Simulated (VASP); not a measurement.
# ZnS (P6_3mc) in VASP: notebook

The runs below take ZnS through single point, with PBE.

All numbers are computed with VASP 6.6.1; they aren't measurements. Logs are shortened: lines on timing, memory, paths and dates and some standing lists are left out, and cuts for length are marked.

### 1 The cell of the first run

It takes space group P6_3mc (No. 186, hexagonal). The conventional cell has a = 3.820 Å, b = 3.820 Å, c = 25.958 Å, α = 90.00°, β = 90.00°, γ = 120.00°. Zn (site symmetry 3m) has 4 S at 2.36 to 2.39 Å within 3.1 Å. Within 3.1 Å of Zn (site symmetry 3m) lie 4 S at 2.36 to 2.39 Å. Within 3.1 Å of Zn (site symmetry 3m) lie 4 S at 2.36 to 2.39 Å. Zn (site symmetry 3m) has 4 S at 2.36 to 2.40 Å within 3.1 Å. S (site symmetry 3m) has 4 Zn at 2.36 to 2.39 Å within 3.1 Å. S (site symmetry 3m) has 4 Zn at 2.36 to 2.39 Å within 3.1 Å. S (site symmetry 3m) has 4 Zn at 2.36 to 2.39 Å within 3.1 Å. S (site symmetry 3m) has 4 Zn at 2.36 to 2.40 Å within 3.1 Å.

### 2 Single point, PBE (z stretched by +4 %, then relaxed in part)

INCAR

```
SYSTEM = ZnS
  ALGO = Normal
  EDIFF = 1E-7
  ENCUT = 520
  GGA = PE
  ISIF = 2
  ISMEAR = -1
  LASPH = .True.
  LCHARG = .False.
  LREAL = Auto
  LWAVE = .False.
  NBANDS = 86
  NELM = 80
  PREC = Accurate
  SIGMA = 0.02
```

KPOINTS

```
k-points
0
Gamma
  8 8 2
  0 0 0
```

POSCAR

```
ZnS
1.0
    3.8200000000      0.0000000000      0.0000000000
   -1.9100000000      3.3082170425      0.0000000000
    0.0000000000      0.0000000000     25.9584000000
Zn S
8 8
Direct
    0.0000000000      0.0000000000      0.0008170503
    0.0000000000      0.0000000000      0.5008170503
    0.3333333333      0.6666666667      0.1257172985
    0.6666666667      0.3333333333      0.6257172985
    0.3333333333      0.6666666667      0.3758594510
    0.6666666667      0.3333333333      0.8758594510
    0.3333333333      0.6666666667      0.7507606368
    0.6666666667      0.3333333333      0.2507606368
    0.0000000000      0.0000000000      0.0929835339
    0.0000000000      0.0000000000      0.5929835339
    0.3333333333      0.6666666667      0.2178971465
    0.6666666667      0.3333333333      0.7178971465
    0.3333333333      0.6666666667      0.4680884696
    0.6666666667      0.3333333333      0.9680884696
    0.3333333333      0.6666666667      0.8430764134
    0.6666666667      0.3333333333      0.3430764134
```

Potentials or basis: VASP PAW PBE potentials, release 64 (Zn, S).

Started as:

```bash
cat potpaw_PBE.64/Zn/POTCAR potpaw_PBE.64/S/POTCAR > POTCAR
mpirun -np 1 vasp_std > vasp.out
```

OUTCAR:

```text
SYSTEM = ZnS
   EDIFF = 1E-7
   ENCUT = 520
   GGA = PE
   ISIF = 2
   ISMEAR = -1
   LASPH = .True.
   LREAL = Auto
   NELM = 80
   PREC = Accurate

 ion  position               nearest neighbor table
   1  0.000  0.000  0.001-  14 2.36  14 2.36  14 2.36   9 2.39
   2  0.000  0.000  0.501-  13 2.36  13 2.36  13 2.36  10 2.39
   3  0.333  0.667  0.126-   9 2.36   9 2.36   9 2.36  11 2.39
   4  0.667  0.333  0.626-  10 2.36  10 2.36  10 2.36  12 2.39
   5  0.333  0.667  0.376-  16 2.36  16 2.36  16 2.36  13 2.39
   6  0.667  0.333  0.876-  15 2.36  15 2.36  15 2.36  14 2.39
[... 8 lines left out ...]
  15  0.333  0.667  0.843-   6 2.36   6 2.36   6 2.36   7 2.40
  16  0.667  0.333  0.343-   5 2.36   5 2.36   5 2.36   8 2.40

  LATTYP: Found a hexagonal cell.
 ALAT       =     3.8200000000
 C/A-ratio  =     6.7953926702

  Lattice vectors:

 A1 = (   3.8200000000,   0.0000000000,   0.0000000000)
 A2 = (  -1.9100000000,   3.3082170425,   0.0000000000)
 A3 = (   0.0000000000,   0.0000000000,  25.9584000000)

Analysis of symmetry for initial positions (statically):
=====================================================================
 Subroutine PRICEL returns:
 Original cell was already a primitive cell.

 Routine SETGRP: Setting up the symmetry group for a
 hexagonal supercell.

 Subroutine GETGRP returns: Found 12 space group operations
 (whereof  6 operations were pure point group operations)
 out of a pool of 24 trial point group operations.

The static configuration has the point symmetry C_3v.
 The point group associated with its full space group is C_6v.

Analysis of symmetry for dynamics (positions and initial velocities):
=====================================================================
 Subroutine PRICEL returns:
 Original cell was already a primitive cell.

 Routine SETGRP: Setting up the symmetry group for a
 hexagonal supercell.

 Subroutine GETGRP returns: Found 12 space group operations
 (whereof  6 operations were pure point group operations)
 out of a pool of 24 trial point group operations.

The dynamic configuration has the point symmetry C_3v.
 The point group associated with its full space group is C_6v.

 Subroutine INISYM returns: Found 12 space group operations
 (whereof  6 operations are pure point group operations),
 and found     1 'primitive' translations

----------------------------------------------------------------------------------------

                                     Primitive cell

  volume of cell :     328.0464

  direct lattice vectors                    reciprocal lattice vectors
     3.820000000  0.000000000  0.000000000     0.261780105  0.151138814  0.000000000
    -1.910000000  3.308217042  0.000000000     0.000000000  0.302277628  0.000000000
     0.000000000  0.000000000 25.958400000     0.000000000  0.000000000  0.038523176

  length of vectors
     3.820000000  3.820000000 25.958400000     0.302277628  0.302277628  0.038523176

  position of ions in fractional coordinates (direct lattice)
     0.000000000  0.000000000  0.000817050
     0.000000000  0.000000000  0.500817050
     0.333333333  0.666666667  0.125717298
     0.666666667  0.333333333  0.625717298
     0.333333333  0.666666667  0.375859451
     0.666666667  0.333333333  0.875859451
[... 8 lines left out ...]
     0.333333333  0.666666667  0.843076413
     0.666666667  0.333333333  0.343076413

  ion indices of the primitive-cell ions
   primitive index   ion index
                 1           1
                 2           2
                 3           3
                 4           4
                 5           5
                 6           6
[... 8 lines left out ...]
                15          15
                16          16

----------------------------------------------------------------------------------------

 KPOINTS: k-points

Automatic generation of k-mesh.
 Grid dimensions read from file:
 generate k-points for:    8    8    2

 Generating k-lattice:

  Cartesian coordinates                     Fractional coordinates (reciprocal lattice)
     0.032722513  0.018892352  0.000000000     0.125000000  0.000000000  0.000000000
     0.000000000  0.037784703  0.000000000     0.000000000  0.125000000  0.000000000
     0.000000000  0.000000000  0.019261588     0.000000000  0.000000000  0.500000000

  Length of vectors
     0.037784703  0.037784703  0.019261588

  Shift w.r.t. Gamma in fractional coordinates (k-lattice)
     0.000000000  0.000000000  0.000000000

 Subroutine IBZKPT returns following result:
 ===========================================

 Found     20 irreducible k-points:

 Following reciprocal coordinates:
            Coordinates               Weight
  0.000000  0.000000  0.000000      1.000000
  0.125000 -0.000000  0.000000      6.000000
  0.250000 -0.000000  0.000000      6.000000
  0.375000 -0.000000  0.000000      6.000000
  0.500000 -0.000000  0.000000      3.000000
  0.125000  0.125000  0.000000      6.000000
[... 12 lines left out ...]
  0.250000  0.250000  0.500000      6.000000
  0.375000  0.250000  0.500000      6.000000
   k-points           NKPTS =     20   k-points in BZ     NKDIM =     20   number of bands    NBANDS=     86
   number of dos      NEDOS =    301   number of ions     NIONS =     16
   total plane-waves  NPLWV = 153664
   dimension x,y,z NGX =    28 NGY =   28 NGZ =  196
   dimension x,y,z NGXF=    56 NGYF=   56 NGZF=  392
   ions per type =               8   8
   NGX,Y,Z   is equivalent  to a cutoff of  12.19, 12.19, 12.55 a.u.
   NGXF,Y,Z  is equivalent  to a cutoff of  24.37, 24.37, 25.10 a.u.
 SYSTEM =  ZnS
   PREC   = accura    normal or accurate (medium, high low for compatibility)
   ISTART =      0    job   : 0-new  1-cont  2-samecut
   ICHARG =      2    charge: 1-file 2-atom 10-const
   ISPIN  =      1    spin polarized calculation?
   LNONCOLLINEAR =      F non collinear calculations
   LSORBIT =      F    spin-orbit coupling
   LASPH  =      T    aspherical Exc in radial PAW
   ENCUT  =  520.0 eV  38.22 Ry    6.18 a.u.   7.10  7.10 48.27*2*pi/ulx,y,z
   NELM   =     80;   NELMIN=  2; NELMDL= -5     # of ELM steps
   EDIFF  = 0.1E-06   stopping-criterion for ELM
   LREAL  =      T    real-space projection
   EDIFFG = 0.1E-05   stopping-criterion for IOM
   NSW    =      0    number of steps for IOM
   IBRION =     -1    ionic relax: 0-MD 1-quasi-New 2-CG
   NFREE  =      0    steps in history (QN), initial steepest desc. (CG)
   ISIF   =      2    stress and relaxation
   ISYM   =      2    0-nonsym 1-usesym 2-fastsym
   POTIM  = 0.5000    time-step for ionic-motion
   TEBEG  =    0.0;   TEEND  =   0.0 temperature during run
   PSTRESS=    0.0 pullay stress
   NELECT =     144.0000    total number of electrons
   NUPDOWN=      -1.0000    fix difference up-down
   EMIN   =  10.00;   EMAX   =-10.00  energy-range for DOS
   EFERMI =   0.00;   METHOD = LEGACY
   ISMEAR =    -1;   SIGMA  =   0.02  broadening in eV -4-tet -1-fermi 0-gaus
   EFERMI_NEDOS =   21; number of points for ismear=-14 and -15
   IALGO  =     38    algorithm
   IMIX   =      4    mixing-type and parameters
     AMIX     =   0.40;   BMIX     =  1.00
     AMIX_MAG =   1.60;   BMIX_MAG =  1.00
  volume/ion in A,a.u.               =      20.50       138.36
  Fermi-wavevector in a.u.,A,eV,Ry     =   1.244182  2.351163 21.061666  1.547989
  Thomas-Fermi vector in A             =   2.378460
   LORBIT       =      0    0 simple, 1 ext, 2 COOP (PROOUT), +10 PAW based schemes
   GGA     = PE    functional components
[... 5 lines left out ...]
 non-spin polarized calculation
  energy-cutoff  :      520.00
  volume of cell :      328.05
 maximum number of plane-waves:      8876
   NGX = 15   NGY = 15   NGZ = 97

 number of electron     143.9999959 magnetization

 Free energy of the ion-electron system (eV)
  ---------------------------------------------------
  ext. energy  EPLUGINS =         0.00000000
  ---------------------------------------------------
  free energy    TOTEN  =       -54.70758962 eV

  energy without entropy =      -54.70758962  energy(sigma->0) =      -54.70758962

 E-fermi :   2.2762     XC(G=0):  -9.4504

 val. band max:        1.8270180455   @ k =   0.0000   0.0000   0.0000
 cond. band min:       3.6863667559   @ k =   0.0000   0.0000   0.0000
 fundamental gap:      1.8593487105
 Fermi energy:         2.2762384698

 k-point     1 :       0.0000    0.0000    0.0000
  band No.  band energies     occupation
      1     -11.1223      2.00000
      2     -11.0241      2.00000
      3     -11.0178      2.00000
      4     -10.7590      2.00000
      5     -10.7568      2.00000
      6     -10.4655      2.00000
[... 76 lines left out ...]
     83       7.9339      0.00000
     84       8.3255      0.00000

 k-point     2 :       0.1250   -0.0000    0.0000
  band No.  band energies     occupation
      1     -11.0212      2.00000
      2     -10.9271      2.00000
      3     -10.9210      2.00000
      4     -10.6743      2.00000
      5     -10.6720      2.00000
      6     -10.3967      2.00000
[... 1555 lines left out ...]
     83       7.7647      0.00000
     84       7.7647      0.00000

 k-point    20 :       0.3750    0.2500    0.5000
  band No.  band energies     occupation
      1     -10.0960      2.00000
      2     -10.0960      2.00000
      3     -10.0640      2.00000
      4     -10.0640      2.00000
      5     -10.0192      2.00000
      6     -10.0192      2.00000
[... 76 lines left out ...]
     83       7.7850      0.00000
     84       7.7850      0.00000
 [bands above 84 left out]

------------------------ aborting loop because EDIFF is reached ----------------------------------------

  FORCE on cell =-STRESS in cart. coord.  units (eV):
  Direction    XX          YY          ZZ          XY          YZ          ZX
  --------------------------------------------------------------------------------------
  -------------------------------------------------------------------------------------
  Total        0.4164460      0.4164460     -6.8807793      0.0000000     -0.0000000      0.0000000
  in kB        2.0339205      2.0339205    -33.6056991      0.0000000     -0.0000000      0.0000000
  external PRESSURE =      -9.8459527 kB  Pullay stress =       0.0000000 kB

 VOLUME and BASIS-vectors are now :
 -----------------------------------------------------------------------------
  energy-cutoff  :      520.00
  volume of cell :      328.05
      direct lattice vectors                 reciprocal lattice vectors
     3.820000000  0.000000000  0.000000000     0.261780105  0.151138814  0.000000000
    -1.910000000  3.308217042  0.000000000     0.000000000  0.302277628  0.000000000
     0.000000000  0.000000000 25.958400000     0.000000000  0.000000000  0.038523176

 POSITION                                       TOTAL-FORCE (eV/Angst)
 -----------------------------------------------------------------------------------
      0.00000      0.00000      0.02121        -0.000000     -0.000000     -0.010810
      0.00000      0.00000     13.00041        -0.000000      0.000000     -0.010810
     -0.00000      2.20548      3.26342         0.000000      0.000000     -0.009644
      1.91000      1.10274     16.24262        -0.000000     -0.000000     -0.009644
     -0.00000      2.20548      9.75671        -0.000000      0.000000     -0.005774
      1.91000      1.10274     22.73591         0.000000      0.000000     -0.005774
[... 8 lines left out ...]
     -0.00000      2.20548     21.88491        -0.000000     -0.000000      0.014509
      1.91000      1.10274      8.90571         0.000000      0.000000      0.014509
 -----------------------------------------------------------------------------------
    total drift:                               -0.000002     -0.000004     -0.014395

  FREE ENERGIE OF THE ION-ELECTRON SYSTEM (eV)
  ---------------------------------------------------
  free  energy   TOTEN  =       -54.7075896156 eV

  energy  without entropy=      -54.7075896156  energy(sigma->0) =      -54.70758962
```

It took 37 min on 1 thread of Intel Xeon Platinum 8259CL at 2.50GHz (Skylake/Cascade Lake), shared host; peak memory 0.59 GiB.

Results:

| Property | Result |
| --- | --- |
| Free energy | -54.7076 eV |
| Pressure | -1.0 GPa |
| Largest force | 0.015 eV/Å |
| Band gap on the k mesh | 1.86 eV |

Forces in eV/Å, atoms in the order of the input:
```
Zn   0.000  0.000 -0.011
Zn   0.000  0.000 -0.011
Zn   0.000  0.000 -0.010
Zn   0.000  0.000 -0.010
Zn   0.000  0.000 -0.006
Zn   0.000  0.000 -0.006
Zn   0.000  0.000 -0.011
Zn   0.000  0.000 -0.011
S    0.000  0.000  0.009
S    0.000  0.000  0.009
S    0.000  0.000  0.014
S    0.000  0.000  0.014
S    0.000  0.000  0.000
S    0.000  0.000  0.000
S    0.000  0.000  0.015
S    0.000  0.000  0.015
```

Caveat: the cell differs from its parent crystal (z stretched by +4 %, then relaxed in part). A k mesh can miss the band edges.

### 3 Single point, PBE

This run uses another cell than the first one, of 19.71 Å³/atom.

INCAR

```
PREC     = Accurate       # precision mode
ENCUT    = 520            # plane-wave cutoff, eV
EDIFF    = 1E-6           # SCF threshold, eV
ISMEAR   = -1             # smearing method
SIGMA    = 0.02           # smearing width, eV
LREAL    = Auto         
LASPH    = True           # aspherical terms in the spheres
NELM     = 60             # most SCF steps
ALGO     = Normal         # electronic algorithm
ISIF     = 2              # what is computed and relaxed
LWAVE    = False          # write WAVECAR
LCHARG   = True           # write CHGCAR
GGA      = PE             # functional
LELF     = True           # ELF
LVHAR    = True         
NBANDS   = 86             # bands
```

KPOINTS

```
regular mesh
0
Gamma
  8 8 2
```

POSCAR

```
ZnS
1.0
    3.8200000000      0.0000000000      0.0000000000
   -1.9100000000      3.3082170425      0.0000000000
    0.0000000000      0.0000000000     24.9600000000
Zn S
8 8
Direct
    0.0000000000      0.0000000000      0.0000026567
    0.0000000000      0.0000000000      0.5000026567
    0.3333333333      0.6666666667      0.1249281714
    0.6666666667      0.3333333333      0.6249281714
    0.3333333333      0.6666666667      0.3750898986
    0.6666666667      0.3333333333      0.8750898986
    0.3333333333      0.6666666667      0.7500146005
    0.6666666667      0.3333333333      0.2500146005
    0.0000000000      0.0000000000      0.0937606621
    0.0000000000      0.0000000000      0.5937606621
    0.3333333333      0.6666666667      0.2186851917
    0.6666666667      0.3333333333      0.7186851917
    0.3333333333      0.6666666667      0.4688336000
    0.6666666667      0.3333333333      0.9688336000
    0.3333333333      0.6666666667      0.8438852190
    0.6666666667      0.3333333333      0.3438852190
```

Potentials or basis: VASP PAW PBE potentials, release 64 (Zn, S).

Started as:

```bash
cat potpaw_PBE.64/Zn/POTCAR potpaw_PBE.64/S/POTCAR > POTCAR
mpirun -np 1 vasp_std > vasp.out
```

Wall time 8.3 min (1 thread of Intel Xeon 6975P-C (Granite Rapids), shared host); peak memory 0.57 GiB.

The run converged. Its results:

| Item | Value |
| --- | --- |
| Free energy | -54.7695 eV |
| Pressure | 1.8 GPa |
| Largest force | 0.011 eV/Å |
| Band gap on the k mesh | 2.14 eV |

Forces in eV/Å, atoms in the order of the input:
```
Zn   0.000  0.000  0.005
Zn   0.000  0.000  0.005
Zn   0.000  0.000  0.006
Zn   0.000  0.000  0.006
Zn   0.000  0.000  0.009
Zn   0.000  0.000  0.009
Zn   0.000  0.000  0.002
Zn   0.000  0.000  0.002
S    0.000  0.000 -0.005
S    0.000  0.000 -0.005
S    0.000  0.000 -0.011
S    0.000  0.000 -0.011
S    0.000  0.000 -0.010
S    0.000  0.000 -0.010
S    0.000  0.000  0.003
S    0.000  0.000  0.003
```

Levels at points of the mesh, in eV from the valence-band top:
```tsv
k point	band 68	band 69	band 70	band 71	band 72	band 73	band 74	band 75	band 76	band 77
(0.00, 0.00, 0.00)	-0.14	-0.14	-0.01	0.00	0.00	2.14	2.93	3.01	3.24	3.29
(0.50, 0.00, 0.00)	-1.27	-1.10	-1.10	-1.01	-0.87	3.32	3.37	3.69	3.84	3.91
(0.00, 0.00, 0.50)	-0.30	-0.04	-0.04	-0.04	-0.04	2.43	2.43	3.26	3.26	3.35
(0.50, 0.00, 0.50)	-1.34	-1.12	-1.12	-0.93	-0.93	3.45	3.45	3.60	3.60	3.92
```
